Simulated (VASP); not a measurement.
# AlN (F-43m) in VASP: further runs

Runs on AlN. Level: PBE. Tasks: relaxation of cell and atoms.

All numbers are computed with VASP 6.6.1; they aren't measurements. Logs are shortened: lines on timing, memory, paths and dates and some standing lists are left out, and cuts for length are marked.

## (1) The cell of the first run

It takes space group F-43m (No. 216, cubic). Conventional cell: a = 4.368 Å, b = 4.368 Å, c = 4.368 Å, α = 90.00°, β = 90.00°, γ = 90.00°. Al (site symmetry -43m) has 4 N at 1.89 Å within 2.5 Å. N (site symmetry -43m) has 4 Al at 1.89 Å within 2.5 Å.

## (2) Relaxation of cell and atoms, PBE, target pressure 4 GPa, at which the enthalpy is minimised

INCAR reads:

```
ALGO = Normal
EDIFF = 1E-7
EDIFFG = -0.02
ENCUT = 600
GGA = PE
GGA_COMPAT = F
IBRION = 2
ISIF = 3
ISMEAR = 1
LASPH = T
LCHARG = F
LREAL = F
LWAVE = F
NELM = 120
NELMIN = 4
NSW = 80
PREC = Accurate
PSTRESS = 40.0
SIGMA = 0.1
```

KPOINTS reads:

```
k-points
0
Gamma
  8 8 8
```

POSCAR reads:

```
AlN
1.0
    0.0000000000      2.1839935600      2.1839935600
    2.1839935600      0.0000000000      2.1839935600
    2.1839935600      2.1839935600      0.0000000000
Al N
1 1
Direct
    0.0000000000      0.0000000000      0.0000000000
    0.7500000000      0.7500000000      0.7500000000
```

Potentials or basis: VASP PAW PBE potentials, release 64 (Al, N).

Command:

```sh
cat potpaw_PBE.64/Al/POTCAR potpaw_PBE.64/N/POTCAR > POTCAR
mpirun -np 1 vasp_std > vasp.out
```

OUTCAR:

```text
EDIFF = 1E-7
   EDIFFG = -0.02
   ENCUT = 600
   GGA = PE
   IBRION = 2
   ISIF = 3
   ISMEAR = 1
   LASPH = T
   LREAL = F
   NELM = 120
   NELMIN = 4
   NSW = 80
   PREC = Accurate
   PSTRESS = 40.0

 ion  position               nearest neighbor table
   1  0.000  0.000  0.000-   2 1.89   2 1.89   2 1.89   2 1.89
   2  0.750  0.750  0.750-   1 1.89   1 1.89   1 1.89   1 1.89

  LATTYP: Found a face centered cubic cell.
 ALAT       =     4.3679871200

  Lattice vectors:

 A1 = (   0.0000000000,   2.1839935600,   2.1839935600)
 A2 = (   2.1839935600,   0.0000000000,   2.1839935600)
 A3 = (   2.1839935600,   2.1839935600,   0.0000000000)

Analysis of symmetry for initial positions (statically):
=====================================================================
 Subroutine PRICEL returns:
 Original cell was already a primitive cell.

 Routine SETGRP: Setting up the symmetry group for a
 face centered cubic supercell.

 Subroutine GETGRP returns: Found 24 space group operations
 (whereof 24 operations were pure point group operations)
 out of a pool of 48 trial point group operations.

The static configuration has the point symmetry T_d .

Analysis of symmetry for dynamics (positions and initial velocities):
=====================================================================
 Subroutine PRICEL returns:
 Original cell was already a primitive cell.

 Routine SETGRP: Setting up the symmetry group for a
 face centered cubic supercell.

 Subroutine GETGRP returns: Found 24 space group operations
 (whereof 24 operations were pure point group operations)
 out of a pool of 48 trial point group operations.

The dynamic configuration has the point symmetry T_d .

 Subroutine INISYM returns: Found 24 space group operations
 (whereof 24 operations are pure point group operations),
 and found     1 'primitive' translations

----------------------------------------------------------------------------------------

                                     Primitive cell

  volume of cell :      20.8345

  direct lattice vectors                    reciprocal lattice vectors
     0.000000000  2.183993560  2.183993560    -0.228938404  0.228938404  0.228938404
     2.183993560  0.000000000  2.183993560     0.228938404 -0.228938404  0.228938404
     2.183993560  2.183993560  0.000000000     0.228938404  0.228938404 -0.228938404

[... 95 lines left out ...]
   NUPDOWN=      -1.0000    fix difference up-down
   EMIN   =  10.00;   EMAX   =-10.00  energy-range for DOS
   EFERMI =   0.00;   METHOD = LEGACY
   ISMEAR =     1;   SIGMA  =   0.10  broadening in eV -4-tet -1-fermi 0-gaus
   EFERMI_NEDOS =   21; number of points for ismear=-14 and -15
   IALGO  =     38    algorithm
   IMIX   =      4    mixing-type and parameters
     AMIX     =   0.40;   BMIX     =  1.00
     AMIX_MAG =   1.60;   BMIX_MAG =  1.00
  volume/ion in A,a.u.               =      10.42        70.30
  Fermi-wavevector in a.u.,A,eV,Ry     =   1.189899  2.248583 19.263943  1.415860
  Thomas-Fermi vector in A             =   2.325996
   LORBIT       =      0    0 simple, 1 ext, 2 COOP (PROOUT), +10 PAW based schemes
   GGA     = PE    functional components
   LHFCALC =     F    Hartree Fock is set to
   AEXX    =    0.0000 exact exchange contribution
   IVDW    =     0    specifies the selected vdW correction
   LEPSILON=     F    determine dielectric tensor
   LRPA    =     F    only Hartree local field effects (RPA)
 conjugate gradient relaxation of ions
 non-spin polarized calculation
 Methfessel and Paxton  Order N= 1 SIGMA  =   0.10
  energy-cutoff  :      600.00
  volume of cell :       20.83
 maximum number of plane-waves:       725
 NGX is ok and might be reduce to    28
   NGX = 13   NGY = 13   NGZ = 13

--------------------------------------- Ionic step        1  -------------------------------------------

 number of electron       7.9999999 magnetization

 Free energy of the ion-electron system (eV)
  ---------------------------------------------------
  ext. energy  EPLUGINS =         0.00000000
  ---------------------------------------------------
  free energy    TOTEN  =       -14.84157846 eV

  energy without entropy =      -14.84202357  energy(sigma->0) =      -14.84172683

------------------------ aborting loop because EDIFF is reached ----------------------------------------

  FORCE on cell =-STRESS in cart. coord.  units (eV):
  Direction    XX          YY          ZZ          XY          YZ          ZX
  --------------------------------------------------------------------------------------
  -------------------------------------------------------------------------------------
  Total        0.5820717      0.5820717      0.5820717     -0.0000000      0.0000000     -0.0000000
  in kB       44.7613294     44.7613294     44.7613294     -0.0000000      0.0000000     -0.0000000
  external PRESSURE =       4.7613294 kB  Pullay stress =      40.0000000 kB
[... 63 lines left out ...]
--------------------------------------- Ionic step        3  -------------------------------------------

 number of electron       7.9999999 magnetization

 Free energy of the ion-electron system (eV)
  ---------------------------------------------------
  ext. energy  EPLUGINS =         0.00000000
  ---------------------------------------------------
  free energy    TOTEN  =       -14.84280635 eV

  energy without entropy =      -14.84325181  energy(sigma->0) =      -14.84295484

 E-fermi :   5.9884     XC(G=0): -10.9240

 val. band max:        5.9486467614   @ k =   0.0000   0.0000   0.0000
 cond. band min:       9.2657503491   @ k =   0.5000   0.5000   0.0000
 fundamental gap:      3.3171035877
 Fermi energy:         5.9884496480

 k-point     1 :       0.0000    0.0000    0.0000
  band No.  band energies     occupation
      1      -9.0198      2.00000
      2       5.9486      1.61816
      3       5.9486      1.61816
      4       5.9486      1.61816
      5      10.1252      0.00000
      6      18.4872      0.00000
      7      18.4872      0.00000
      8      18.4872      0.00000
[... 243 lines left out ...]
 k-point    24 :      -0.3750    0.2500    0.1250
  band No.  band energies     occupation
      1      -6.6595      2.00000
      2       0.8168      2.00000
      3       3.7287      2.00000
      4       4.8338      2.00000
      5      13.0438      0.00000
      6      15.1839      0.00000
      7      18.0984      0.00000
      8      18.6151      0.00000

 [... further k-points ...]

------------------------ aborting loop because EDIFF is reached ----------------------------------------

  FORCE on cell =-STRESS in cart. coord.  units (eV):
  Direction    XX          YY          ZZ          XY          YZ          ZX
  --------------------------------------------------------------------------------------
  -------------------------------------------------------------------------------------
  Total        0.5221637      0.5221637      0.5221637      0.0000000      0.0000000      0.0000000
  in kB       40.0650863     40.0650863     40.0650863      0.0000000      0.0000000      0.0000000
  external PRESSURE =       0.0650863 kB  Pullay stress =      40.0000000 kB
[... 21 lines left out ...]
  energy  without entropy=      -14.8432518118  energy(sigma->0) =      -14.84295484

  enthalpy is  TOTEN    =       -14.3214909175 eV   P V=        0.5213154329

 reached required accuracy - stopping structural energy minimisation
```

Wall time 32 s (1 thread of Intel Xeon 8259CL, shared host); peak memory 0.15 GiB.

What came out:

| Quantity | Value |
| --- | --- |
| Free energy | -14.8428 eV |
| Relaxed volume | 10.44 Å³/atom |
| Relaxed cell | a = 3.091 Å, b = 3.091 Å, c = 3.091 Å, α = 60.00°, β = 60.00°, γ = 60.00° |
| Space group after relaxing (to 0.05 Å) | F-43m (No. 216) |
| Energy change on relaxing (the enthalpy is what falls) | -0.6 meV/atom |
| Ionic steps | 3 |
| Pressure after relaxing | 4.0 GPa |
| Band gap on the k mesh | 3.32 eV, indirect (least direct gap 4.18 eV) |

The path:
| step | energy change (eV) | largest force (eV/Å) | pressure (GPa) | volume (Å³) |
| --- | --- | --- | --- | --- |
| 1 | 0.0000 | 0.0000 | 4.48 | 20.83 |
| 2 | -0.0023 | 0.0000 | 3.53 | 20.93 |
| 3 | -0.0012 | 0.0000 | 4.01 | 20.88 |

Final structure:
```
Al N
1.0
     0.00000    2.18562    2.18562
     2.18562    0.00000    2.18562
     2.18562    2.18562    0.00000
Al N
1 1
Cartesian
  0.0000 0.0000 0.0000
  3.2784 3.2784 3.2784
```

Caveat: the cell is relaxed towards a set pressure, so the enthalpy falls and the energy may rise. A k mesh can miss the band edges.

## (3) Relaxation of cell and atoms, PBE, target pressure 6 GPa, at which the enthalpy is minimised

INCAR reads:

```
  PREC = Accurate
  ENCUT = 600
  EDIFF = 1E-7
  ISMEAR = 1
  SIGMA = 0.1
  LREAL = False
  LASPH = True
  NELM = 120
  ALGO = Normal
  ISIF = 3
  LWAVE = False
  LCHARG = False
  GGA = PE
  IBRION = 2
  NSW = 80
  EDIFFG = -0.02
  PSTRESS = 60.0
  GGA_COMPAT = False
  NELMIN = 4
```

KPOINTS reads:

```
Automatic mesh
0
Gamma
  8 8 8
```

POSCAR is that of step 2.

Potentials or basis: VASP PAW PBE potentials, release 64 (Al, N).

Command:

```sh
cat potpaw_PBE.64/Al/POTCAR potpaw_PBE.64/N/POTCAR > POTCAR
mpirun -np 1 vasp_std > vasp.out
```

OUTCAR:

```text
PREC = Accurate
   ENCUT = 600
   EDIFF = 1E-7
   ISMEAR = 1
   LREAL = False
   LASPH = True
   NELM = 120
   ISIF = 3
   GGA = PE
   IBRION = 2
   NSW = 80
   EDIFFG = -0.02
   PSTRESS = 60.0
   NELMIN = 4

 ion  position               nearest neighbor table
   1  0.000  0.000  0.000-   2 1.89   2 1.89   2 1.89   2 1.89
   2  0.750  0.750  0.750-   1 1.89   1 1.89   1 1.89   1 1.89

  LATTYP: Found a face centered cubic cell.
 ALAT       =     4.3679871200

  Lattice vectors:

 A1 = (   0.0000000000,   2.1839935600,   2.1839935600)
 A2 = (   2.1839935600,   0.0000000000,   2.1839935600)
 A3 = (   2.1839935600,   2.1839935600,   0.0000000000)

Analysis of symmetry for initial positions (statically):
[... 261 lines left out ...]
 E-fermi :   6.0775     XC(G=0): -10.9650

 val. band max:        6.0372438727   @ k =   0.0000   0.0000   0.0000
 cond. band min:       9.3591924766   @ k =   0.5000   0.5000   0.0000
 fundamental gap:      3.3219486039
 Fermi energy:         6.0775187374

 k-point     1 :       0.0000    0.0000    0.0000
  band No.  band energies     occupation
      1      -8.9857      2.00000
      2       6.0372      1.62424
      3       6.0372      1.62424
      4       6.0372      1.62424
      5      10.2970      0.00000
      6      18.6688      0.00000
      7      18.6688      0.00000
      8      18.6688      0.00000
[... 243 lines left out ...]
 k-point    24 :      -0.3750    0.2500    0.1250
  band No.  band energies     occupation
      1      -6.5931      2.00000
      2       0.8717      2.00000
      3       3.8062      2.00000
      4       4.9165      2.00000
      5      13.1629      0.00000
      6      15.3564      0.00000
      7      18.2801      0.00000
      8      18.7879      0.00000

 [... further k-points ...]

------------------------ aborting loop because EDIFF is reached ----------------------------------------

  FORCE on cell =-STRESS in cart. coord.  units (eV):
  Direction    XX          YY          ZZ          XY          YZ          ZX
  --------------------------------------------------------------------------------------
  -------------------------------------------------------------------------------------
  Total        0.7753653      0.7753653      0.7753653      0.0000000     -0.0000000      0.0000000
  in kB       60.0531628     60.0531628     60.0531628      0.0000000     -0.0000000      0.0000000
  external PRESSURE =       0.0531628 kB  Pullay stress =      60.0000000 kB
[... 21 lines left out ...]
  energy  without entropy=      -14.8371792327  energy(sigma->0) =      -14.83688326

  enthalpy is  TOTEN    =       -14.0620563789 eV   P V=        0.7746788894

 reached required accuracy - stopping structural energy minimisation
```

Wall time 36 s (1 thread of Intel Xeon 8259CL, shared host); peak memory 0.15 GiB.

What came out:

```yaml
Free_energy: -14.8367 eV
Relaxed_volume: 10.34 Å³/atom
Relaxed_cell: a = 3.081 Å, b = 3.081 Å, c = 3.081 Å, α = 60.00°, β = 60.00°, γ = 60.00°
Space_group_after_relaxing_to_0.05_Å: F-43m (No. 216)
Energy_change_on_relaxing_the_enthalpy_is_what_falls: +2.4 meV/atom
Ionic_steps: 3
Pressure_after_relaxing: 6.0 GPa
Band_gap_on_the_k_mesh: 3.32 eV, indirect (least direct gap 4.26 eV)
```

The path:
```
step  energy change (eV)  largest force (eV/Å)  pressure (GPa)  volume (Å³)
   1              0.0000                0.0000            4.48        20.83
   2              0.0112                0.0000            7.60        20.54
   3              0.0048                0.0000            6.01        20.69
```

Final structure:
```yaml
crystal:
  lattice:
    - [0.00000, 2.17880, 2.17880]
    - [2.17880, 0.00000, 2.17880]
    - [2.17880, 2.17880, 0.00000]
  atoms:
    - { symbol: Al, position: [0.00000, 0.00000, 0.00000] }
    - { symbol: N, position: [0.75000, 0.75000, 0.75000] }
```

Levels at points of the mesh, in eV from the valence-band top:
| k point | band 1 | band 2 | band 3 | band 4 | band 5 | band 6 | band 7 | band 8 |
| --- | --- | --- | --- | --- | --- | --- | --- | --- |
| (0.00, 0.00, 0.00) | -15.02 | 0.00 | 0.00 | 0.00 | 4.26 | 12.63 | 12.63 | 12.63 |
| (0.50, 0.00, 0.00) | -12.95 | -5.88 | -0.48 | -0.48 | 7.45 | 9.91 | 11.19 | 11.19 |
| (0.50, 0.50, 0.00) | -12.31 | -4.92 | -1.78 | -1.78 | 3.32 | 8.66 | 14.05 | 15.82 |

Caveat: the cell is relaxed towards a set pressure, so the enthalpy falls and the energy may rise. A k mesh can miss the band edges.

[end of part 1 of 2]
